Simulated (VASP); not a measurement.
# CoPdO2 (R-3m) in VASP: notebook

CoPdO2 is run at these levels: BLYP+D3(BJ)+U, revPBE+D3(BJ)+U; tasks: single point.

Everything below comes from runs of VASP 6.6.1. Logs are shortened: lines on timing, memory, paths and dates and some standing lists are left out, and cuts for length are marked.

**1. The cell of the first run**

It takes space group R-3m (No. 166, trigonal). The conventional cell has a = 2.857 Å, b = 2.857 Å, c = 17.888 Å, α = 90.00°, β = 90.00°, γ = 120.00°. Within 2.5 Å of Co (site symmetry -3m) lie 6 O at 1.92 Å. Pd (site symmetry -3m) has 2 O at 2.00 Å within 2.7 Å. O (site symmetry 3m) has 3 Co at 1.92 Å and 1 Pd at 2.00 Å and 3 O at 2.56 Å within 2.6 Å.

**2. Single point, BLYP+D3(BJ)+U, collinear spin, zero start (10.53 Å³/atom)**

INCAR reads:

```
PREC = Accurate ; ENCUT = 520
EDIFF = 1E-7 ; ISMEAR = 0
SIGMA = 0.05 ; LREAL = F
LASPH = T ; NELM = 150
ALGO = Normal ; ISIF = 2
LWAVE = F ; LCHARG = F
ISPIN = 2 ; MAGMOM = 0 0 0 0
LORBIT = 11 ; LMAXMIX = 4
LDAU = T ; LDAUTYPE = 2
LDAUL = 2 -1 -1 ; LDAUU = 3.3 0 0
LDAUJ = 0 0 0 ; LDAUPRINT = 1
GGA = B5 ; ALDAX = 1.0
AGGAX = 1.0 ; AGGAC = 1.0
ALDAC = 0.0 ; IVDW = 12
VDW_S6 = 1.0 ; VDW_S8 = 2.6996
VDW_A1 = 0.4298 ; VDW_A2 = 4.2359
NBANDS = 28
```

KPOINTS reads:

```
Automatic mesh
0
Gamma
  10 10 10
```

POSCAR reads:

```
CoPdO2
1.0
    1.4283270169      0.8246449879      5.9625346888
   -1.4283270169      0.8246449879      5.9625346888
    0.0000000000     -1.6492899753      5.9625346889
Co Pd O
1 1 2
Direct
    0.5000000000      0.5000000000      0.5000000000
    0.0000000000      0.0000000000      0.0000000000
    0.1120807899      0.1120807899      0.1120807899
    0.8879192101      0.8879192101      0.8879192101
```

Potentials or basis: VASP PAW PBE potentials, release 64 (Co, Pd, O).

On the command line:

```sh
$ cat potpaw_PBE.64/Co/POTCAR potpaw_PBE.64/Pd/POTCAR potpaw_PBE.64/O/POTCAR > POTCAR
$ mpirun -np 1 vasp_std > vasp.out
```

OUTCAR:

```text
PREC = Accurate
   ENCUT = 520
   EDIFF = 1E-7
   ISMEAR = 0
   LREAL = F
   LASPH = T
   NELM = 150
   ISIF = 2
   ISPIN = 2
   LORBIT = 11
   GGA = B5
   IVDW = 12
 IVDW          = 12

 ion  position               nearest neighbor table
   1  0.500  0.500  0.500-   3 1.92   3 1.92   4 1.92   4 1.92   3 1.92   4 1.92
   2  0.000  0.000  0.000-   3 2.00   4 2.00
   3  0.112  0.112  0.112-   1 1.92   1 1.92   1 1.92   2 2.00
   4  0.888  0.888  0.888-   1 1.92   1 1.92   1 1.92   2 2.00

  LATTYP: Found a trigonal (rhomboedric) cell.
 ALAT       =     6.1864349458
 COS(alpha) =     0.8933884158

  Lattice vectors:

 A1 = (   1.4283270169,   0.8246449879,   5.9625346888)
 A2 = (  -1.4283270169,   0.8246449879,   5.9625346888)
 A3 = (   0.0000000000,  -1.6492899753,   5.9625346889)

Analysis of symmetry for initial positions (statically):
=====================================================================
 Subroutine PRICEL returns:
 Original cell was already a primitive cell.

 Routine SETGRP: Setting up the symmetry group for a
 trigonal (rhombohedral) supercell.

 Subroutine GETGRP returns: Found 12 space group operations
 (whereof 12 operations were pure point group operations)
 out of a pool of 12 trial point group operations.

The static configuration has the point symmetry D_3d.

Analysis of symmetry for dynamics (positions and initial velocities):
=====================================================================
 Subroutine PRICEL returns:
 Original cell was already a primitive cell.

 Routine SETGRP: Setting up the symmetry group for a
 trigonal (rhombohedral) supercell.

 Subroutine GETGRP returns: Found 12 space group operations
 (whereof 12 operations were pure point group operations)
 out of a pool of 12 trial point group operations.

The dynamic configuration has the point symmetry D_3d.

Analysis of structural, dynamic, and magnetic symmetry:
[... 185 lines left out ...]
  o =  0.3885  v =  0.0000  0.0000  0.0000  0.0000  0.0000  0.0000 -0.8163  0.0000  0.0000  0.5776      0.0000  0.0000  0.0000  0.0000  0.0000  0.0000  0.0000  0.0000  0.0000  0.0000
  o =  0.9673  v =  0.0000  0.0000  0.0000  0.0000  0.0000 -0.8163  0.0000  0.0000 -0.5776  0.0000      0.0000  0.0000  0.0000  0.0000  0.0000  0.0000  0.0000  0.0000  0.0000  0.0000
  o =  0.9673  v =  0.0000  0.0000  0.0000  0.0000  0.0000  0.0000  0.5776 -0.0000  0.0000  0.8163      0.0000  0.0000  0.0000  0.0000  0.0000  0.0000  0.0000  0.0000  0.0000  0.0000
  o =  0.9673  v = -0.8163  0.0000  0.0000 -0.5776  0.0000  0.0000  0.0000  0.0000  0.0000  0.0000      0.0000  0.0000  0.0000  0.0000  0.0000  0.0000  0.0000  0.0000  0.0000  0.0000
  o =  0.9673  v =  0.0000  0.5776 -0.0000  0.0000  0.8163  0.0000  0.0000  0.0000  0.0000  0.0000      0.0000  0.0000  0.0000  0.0000  0.0000  0.0000  0.0000  0.0000  0.0000  0.0000
  o =  0.9692  v =  0.0000 -0.0000 -1.0000 -0.0000 -0.0000  0.0000  0.0000  0.0000  0.0000  0.0000      0.0000  0.0000  0.0000  0.0000  0.0000  0.0000  0.0000  0.0000  0.0000  0.0000
  o =  0.9692  v =  0.0000  0.0000  0.0000  0.0000  0.0000  0.0000 -0.0000 -1.0000 -0.0000 -0.0000      0.0000  0.0000  0.0000  0.0000  0.0000  0.0000  0.0000  0.0000  0.0000  0.0000

 number of electron      30.9999997 magnetization       0.0000014

 Free energy of the ion-electron system (eV)
  ---------------------------------------------------
  ext. energy  EPLUGINS =         0.00000000
  ---------------------------------------------------
  free energy    TOTEN  =       -21.73575566 eV

  energy without entropy =      -21.73262910  energy(sigma->0) =      -21.73419238

 E-fermi :   7.7972     XC(G=0): -11.7588

 val. band max:        7.7777923943   @ k =   0.4000   0.2000   0.0000
 cond. band min:       7.8000367815   @ k =  -0.2000   0.2000   0.2000
 fundamental gap:      0.0222443872
 Fermi energy:         7.7972272236

 spin component 1

 k-point     1 :       0.0000    0.0000    0.0000
  band No.  band energies     occupation
      1     -12.6385      1.00000
      2     -10.8636      1.00000
      3      -0.5486      1.00000
      4       2.0756      1.00000
      5       2.0756      1.00000
      6       2.8916      1.00000
[... 1433 lines left out ...]
     26      24.2193      0.00000
     27      25.9752      0.00000

 [... further k-points ...]

 [bands above 27 left out]

------------------------ aborting loop because EDIFF is reached ----------------------------------------

 Edisp (eV)   -2.45759

 E8    (eV) :    -1.7193

  FORCE on cell =-STRESS in cart. coord.  units (eV):
  Direction    XX          YY          ZZ          XY          YZ          ZX
  --------------------------------------------------------------------------------------
  -------------------------------------------------------------------------------------
  Total      -0.20953    -0.20953     0.08224     0.00000     0.00000    -0.00000
  in kB      -7.96690    -7.96690     3.12711     0.00000     0.00000    -0.00000
  external pressure =       -4.27 kB  Pullay stress =        0.00 kB

 VOLUME and BASIS-vectors are now :
 -----------------------------------------------------------------------------
  energy-cutoff  :      520.00
  volume of cell :       42.14
      direct lattice vectors                 reciprocal lattice vectors
     1.428327017  0.824644988  5.962534689     0.350059891  0.202107172  0.055904636
    -1.428327017  0.824644988  5.962534689    -0.350059891  0.202107172  0.055904636
     0.000000000 -1.649289975  5.962534689     0.000000000 -0.404214345  0.055904636

 POSITION                                       TOTAL-FORCE (eV/Angst)
 -----------------------------------------------------------------------------------
      0.00000      0.00000      8.94380         0.000000      0.000000     -0.000000
      0.00000      0.00000      0.00000         0.000000      0.000000     -0.000000
      0.00000      0.00000      2.00486         0.000000      0.000000      0.041396
      0.00000      0.00000     15.88275         0.000000     -0.000000     -0.041396
 -----------------------------------------------------------------------------------
    total drift:                               -0.000000      0.000000      0.000000

  FREE ENERGIE OF THE ION-ELECTRON SYSTEM (eV)
  ---------------------------------------------------
  free  energy   TOTEN  =       -24.1933504960 eV

  energy  without entropy=      -24.1902239316  energy(sigma->0) =      -24.19178721

 total charge

# of ion       s       p       d       tot
------------------------------------------
    1        0.410   0.625   7.327   8.362
    2        0.457   0.443   8.464   9.364
    3        1.551   3.469   0.000   5.019
    4        1.551   3.469   0.000   5.019
--------------------------------------------------
tot          3.969   8.005  15.791  27.765

 magnetization (x)

# of ion       s       p       d       tot
------------------------------------------
    1        0.000   0.000   0.000   0.000
    2       -0.000  -0.000   0.000   0.000
    3        0.000   0.000   0.000   0.000
    4        0.000   0.000   0.000   0.000
--------------------------------------------------
tot          0.000   0.000   0.000   0.000
```

Wall time 51 min (1 thread of Oxide Virtual Turin-like, shared host); peak memory 0.52 GiB.

Results:

```yaml
Free_energy: -24.1934 eV
Pressure: -0.4 GPa
Largest_force: 0.041 eV/Å
Net_moment: 0.00 μB per cell
Valence_electrons_inside_the_program's_atomic_spheres: Co 8.36; Pd 9.36; O 5.02
Dispersion_energy_per_atom: -0.614 eV
```

Forces on the atoms (eV/Å):
```
Co   0.000  0.000  0.000
Pd   0.000  0.000  0.000
O    0.000  0.000  0.041
O    0.000  0.000 -0.041
```

Eigenvalues of the final occupation matrices:
```tsv
site	spin	trace	eigenvalues
site 1 d	1	3.68	0.39 0.39 0.97 0.97 0.97
site 1 d	2	3.68	0.39 0.39 0.97 0.97 0.97
```

Caveat: the PAW data sets were made with another functional, which shifts forces and pressure a little.

**3. Single point, revPBE+D3(BJ)+U, collinear spin, zero start (10.54 Å³/atom)**

INCAR reads:

```
ALGO = Normal ; EDIFF = 1E-7
ENCUT = 520 ; GGA = RE
ISIF = 2 ; ISMEAR = 0
ISPIN = 2 ; IVDW = 12
LASPH = True ; LCHARG = False
LDAU = True ; LDAUJ = 0 0 0
LDAUL = 2 -1 -1 ; LDAUPRINT = 1
LDAUTYPE = 2 ; LDAUU = 3.3 0 0
LMAXMIX = 4 ; LORBIT = 11
LREAL = False ; LWAVE = False
MAGMOM = 0 0 0 0 ; NBANDS = 28
NELM = 150 ; PREC = Accurate
SIGMA = 0.05
```

KPOINTS reads:

```
k-points
0
Gamma
  10 10 10
```

POSCAR reads:

```
CoPdO2
1.0
    1.4293432111      0.8252316879      5.9564427008
   -1.4293432111      0.8252316879      5.9564427008
    0.0000000000     -1.6504633752      5.9564427009
Co Pd O
1 1 2
Direct
    0.5000000000      0.5000000000      0.5000000000
    0.0000000000      0.0000000000      0.0000000000
    0.1120904201      0.1120904201      0.1120904201
    0.8879095799      0.8879095799      0.8879095799
```

Potentials or basis: VASP PAW PBE potentials, release 64 (Co, Pd, O).

On the command line:

```sh
$ cat potpaw_PBE.64/Co/POTCAR potpaw_PBE.64/Pd/POTCAR potpaw_PBE.64/O/POTCAR > POTCAR
$ mpirun -np 1 vasp_std > vasp.out
```

OUTCAR:

```text
EDIFF = 1E-7
   ENCUT = 520
   GGA = RE
   ISIF = 2
   ISMEAR = 0
   ISPIN = 2
   IVDW = 12
   LASPH = True
   LORBIT = 11
   LREAL = False
   NELM = 150
   PREC = Accurate
 IVDW          = 12

 ion  position               nearest neighbor table
   1  0.500  0.500  0.500-   3 1.92   3 1.92   4 1.92   4 1.92   3 1.92   4 1.92
   2  0.000  0.000  0.000-   3 2.00   4 2.00
   3  0.112  0.112  0.112-   1 1.92   1 1.92   1 1.92   2 2.00
   4  0.888  0.888  0.888-   1 1.92   1 1.92   1 1.92   2 2.00

  LATTYP: Found a trigonal (rhomboedric) cell.
[... 1716 lines left out ...]
      direct lattice vectors                 reciprocal lattice vectors
     1.429343211  0.825231688  5.956442701     0.349811015  0.201963484  0.055961813
    -1.429343211  0.825231688  5.956442701    -0.349811015  0.201963484  0.055961813
     0.000000000 -1.650463375  5.956442701     0.000000000 -0.403926968  0.055961813

 POSITION                                       TOTAL-FORCE (eV/Angst)
 -----------------------------------------------------------------------------------
      0.00000      0.00000      8.93466         0.000000     -0.000000      0.000000
      0.00000      0.00000      0.00000        -0.000000      0.000000      0.000000
      0.00000      0.00000      2.00298        -0.000000      0.000000      0.074510
      0.00000      0.00000     15.86635        -0.000000     -0.000000     -0.074510
 -----------------------------------------------------------------------------------
    total drift:                               -0.000000     -0.000000      0.000000

  FREE ENERGIE OF THE ION-ELECTRON SYSTEM (eV)
  ---------------------------------------------------
  free  energy   TOTEN  =       -24.0609037949 eV

  energy  without entropy=      -24.0577348394  energy(sigma->0) =      -24.05931932

 total charge

# of ion       s       p       d       tot
------------------------------------------
    1        0.419   0.635   7.324   8.378
    2        0.472   0.453   8.443   9.369
    3        1.561   3.451   0.000   5.012
    4        1.561   3.451   0.000   5.012
--------------------------------------------------
tot          4.013   7.990  15.767  27.770

 magnetization (x)

# of ion       s       p       d       tot
------------------------------------------
    1        0.000   0.000  -0.000   0.000
    2       -0.000  -0.000   0.000   0.000
    3        0.000   0.000   0.000   0.000
    4        0.000   0.000   0.000   0.000
--------------------------------------------------
tot          0.000   0.000   0.000   0.000
```

Run time: 49 min. Hardware: 1 thread of Oxide Virtual Turin-like, shared host; peak memory 0.52 GiB.

What came out:

| Property | Result |
| --- | --- |
| Free energy | -24.0609 eV |
| Pressure | -5.0 GPa |
| Largest force | 0.075 eV/Å |
| Net moment | 0.00 μB per cell |
| Valence electrons inside the program's atomic spheres | Co 8.38; Pd 9.37; O 5.01 |
| Dispersion energy per atom | -0.554 eV |

Forces on the atoms (eV/Å):
```
Co   0.000  0.000  0.000
Pd   0.000  0.000  0.000
O    0.000  0.000  0.075
O    0.000  0.000 -0.075
```

Eigenvalues of the final occupation matrices:
| site | spin | trace | eigenvalues |
| --- | --- | --- | --- |
| site 1 d | 1 | 3.68 | 0.39 0.39 0.96 0.96 0.97 |
| site 1 d | 2 | 3.68 | 0.39 0.39 0.96 0.96 0.97 |

Caveat: the cell stands under tension; the PAW data sets were made with another functional, which shifts forces and pressure a little.
